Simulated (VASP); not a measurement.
# Nb (Im-3m) in VASP: a series of runs, part 2 of 2

VASP 6.6.1. Earlier steps stand in the parts before.

### 3 Single point, PBE

This run uses another cell than the first one, of 18.22 Å³/atom, 1.014 times its volume.

File INCAR:

```
  PREC = Accurate
  ENCUT = 520
  EDIFF = 1E-6
  ISMEAR = 0
  SIGMA = 0.05
  LREAL = F
  LASPH = T
  NELM = 80
  ALGO = Normal
  ISIF = 2
  LWAVE = F
  LCHARG = F
  GGA = PE
  NBANDS = 12
```

File KPOINTS:

```
regular mesh
0
Gamma
  8 8 8
```

File POSCAR:

```
Nb
1.0
   -1.6576511193      1.6576511193      1.6576511193
    1.6576511193     -1.6576511193      1.6576511193
    1.6576511193      1.6576511193     -1.6576511193
Nb
1
Direct
    0.0000000000      0.0000000000      0.0000000000
```

Potentials or basis: VASP PAW PBE potentials, release 64 (Nb_sv).

On the command line:

```
$ cat potpaw_PBE.64/Nb_sv/POTCAR > POTCAR
$ mpirun -np 1 vasp_std > vasp.out
```

OUTCAR:

```text
PREC = Accurate
   ENCUT = 520
   EDIFF = 1E-6
   ISMEAR = 0
   LREAL = F
   LASPH = T
   NELM = 80
   ISIF = 2
   GGA = PE

 ion  position               nearest neighbor table
   1  0.000  0.000  0.000-

  LATTYP: Found a body centered cubic cell.
 ALAT       =     3.3153022386

  Lattice vectors:

 A1 = (  -1.6576511193,   1.6576511193,   1.6576511193)
 A2 = (   1.6576511193,  -1.6576511193,   1.6576511193)
[... 538 lines left out ...]
     10      16.7447      0.00000
     11      24.6428      0.00000
     12      26.4802      0.00000

 [... further k-points ...]

------------------------ aborting loop because EDIFF is reached ----------------------------------------

  FORCE on cell =-STRESS in cart. coord.  units (eV):
  Direction    XX          YY          ZZ          XY          YZ          ZX
  --------------------------------------------------------------------------------------
  -------------------------------------------------------------------------------------
  Total       -0.0796943     -0.0796943     -0.0796943      0.0000000     -0.0000000     -0.0000000
  in kB       -7.0080676     -7.0080676     -7.0080676      0.0000000     -0.0000000     -0.0000000
  external PRESSURE =      -7.0080676 kB  Pullay stress =       0.0000000 kB

 VOLUME and BASIS-vectors are now :
 -----------------------------------------------------------------------------
  energy-cutoff  :      520.00
  volume of cell :       18.22
      direct lattice vectors                 reciprocal lattice vectors
    -1.657651119  1.657651119  1.657651119     0.000000000  0.301631625  0.301631625
     1.657651119 -1.657651119  1.657651119     0.301631625  0.000000000  0.301631625
     1.657651119  1.657651119 -1.657651119     0.301631625  0.301631625  0.000000000

 POSITION                                       TOTAL-FORCE (eV/Angst)
 -----------------------------------------------------------------------------------
      0.00000      0.00000      0.00000         0.000000     -0.000000      0.000000
 -----------------------------------------------------------------------------------
    total drift:                                0.000000      0.000000      0.000000

  FREE ENERGIE OF THE ION-ELECTRON SYSTEM (eV)
  ---------------------------------------------------
  free  energy   TOTEN  =       -10.2430485263 eV

  energy  without entropy=      -10.2411294638  energy(sigma->0) =      -10.24208900
```

It took 9.4 s on 1 thread of Intel Xeon 8259CL, shared host; peak memory 0.13 GiB.

What came out:

| Property | Result |
| --- | --- |
| Free energy | -10.2430 eV |
| Pressure | -0.7 GPa |

Levels at points of the mesh, in eV from the Fermi level:
```tsv
k point	band 2	band 3	band 4	band 5	band 6	band 7	band 8	band 9	band 10	band 11
(0.00, 0.00, 0.00)	-29.57	-29.57	-29.57	-5.76	0.52	0.52	0.52	3.39	3.39	14.36
(0.50, 0.00, 0.00)	-30.87	-29.98	-29.58	-3.51	-1.47	2.39	3.42	4.09	6.42	11.75
(0.50, 0.50, 0.50)	-30.46	-30.46	-30.46	-3.49	-3.49	5.67	5.67	5.67	9.14	9.14
```

### 4 Single point, r2SCAN

This run uses another cell than the first one, of 18.02 Å³/atom, 1.003 times its volume.

File POSCAR:

```
Nb
1.0
   -1.6514837794      1.6514837794      1.6514837794
    1.6514837794     -1.6514837794      1.6514837794
    1.6514837794      1.6514837794     -1.6514837794
Nb
1
Direct
    0.0000000000      0.0000000000      0.0000000000
```

File INCAR.step1:

```
PREC     = Accurate       # precision mode
ENCUT    = 520            # plane-wave cutoff, eV
ISMEAR   = 0              # smearing method
SIGMA    = 0.05           # smearing width, eV
LREAL    = F              # projectors in reciprocal space
LASPH    = T              # aspherical terms in the spheres
NELM     = 100            # most SCF steps
NBANDS   = 12             # bands
GGA      = PE             # functional
ALGO     = Normal         # electronic algorithm
EDIFF    = 1E-4           # SCF threshold, eV
LWAVE    = T              # write WAVECAR
LCHARG   = F              # write CHGCAR
```

File INCAR.step2:

```
PREC     = Accurate       # precision mode
ENCUT    = 520            # plane-wave cutoff, eV
EDIFF    = 1E-7           # SCF threshold, eV
ISMEAR   = 0              # smearing method
SIGMA    = 0.05           # smearing width, eV
LREAL    = F              # projectors in reciprocal space
LASPH    = T              # aspherical terms in the spheres
NELM     = 100            # most SCF steps
ALGO     = Normal         # electronic algorithm
ISIF     = 2              # what is computed and relaxed
LWAVE    = F              # write WAVECAR
LCHARG   = T              # write CHGCAR
METAGGA  = R2SCAN         # meta-GGA
LMIXTAU  = T            
LELF     = T              # ELF
LVHAR    = T            
NBANDS   = 12             # bands
ISTART   = 1
```

File KPOINTS:

```
Automatic mesh
0
Gamma
  18 18 18
```

On the command line:

```
$ cat potpaw_PBE.64/Nb_sv/POTCAR > POTCAR
$ cp INCAR.step1 INCAR
$ mpirun -np 1 vasp_std > vasp.out
$ cp INCAR.step2 INCAR
$ mpirun -np 1 vasp_std > vasp.out
```

Run time: 3.4 min. Hardware: 1 thread of Intel Xeon 8259CL, shared host; peak memory 0.17 GiB.

It converged, with:

| Property | Result |
| --- | --- |
| Free energy | -24.8434 eV |
| Pressure | 0.0 GPa |

Levels at points of the mesh, in eV from the Fermi level:
```
           k point  band 4  band 5  band 6  band 7  band 8  band 9
(0.00, 0.00, 0.00)  -30.67   -6.26    0.47    0.47    0.47    3.60
(0.50, 0.00, 0.00)  -30.68   -3.87   -1.68    2.28    3.61    4.34
(0.50, 0.50, 0.50)  -31.65   -3.86   -3.86    5.89    5.89    5.89
```

Caveat: the PAW data sets were made with another functional, which shifts forces and pressure a little.

### 5 The runs side by side

| level | cell | k mesh | gap on the mesh (eV) | pressure (GPa) |
| --- | --- | --- | --- | --- |
| PBE | a = 2.858 Å, angles 109.5°, 1 atom | 8 × 8 × 8 | none | 1.7 |
| PBE | a = 2.871 Å, angles 109.5°, 1 atom | 8 × 8 × 8 | none | -0.7 |
| r2SCAN | a = 2.860 Å, angles 109.5°, 1 atom | 18 × 18 × 18 | none | 0.0 |

Alike in all rows: task single point; potentials or basis VASP PAW PBE potentials, release 64 (Nb_sv); no spin polarisation; cutoff (eV) 520; smearing gaussian 0.05 eV.

Caveats: the PAW data sets were made with another functional, which shifts forces and pressure a little (some runs).

Total energies depend on the potentials used, so only differences within one code and one set of settings carry meaning.
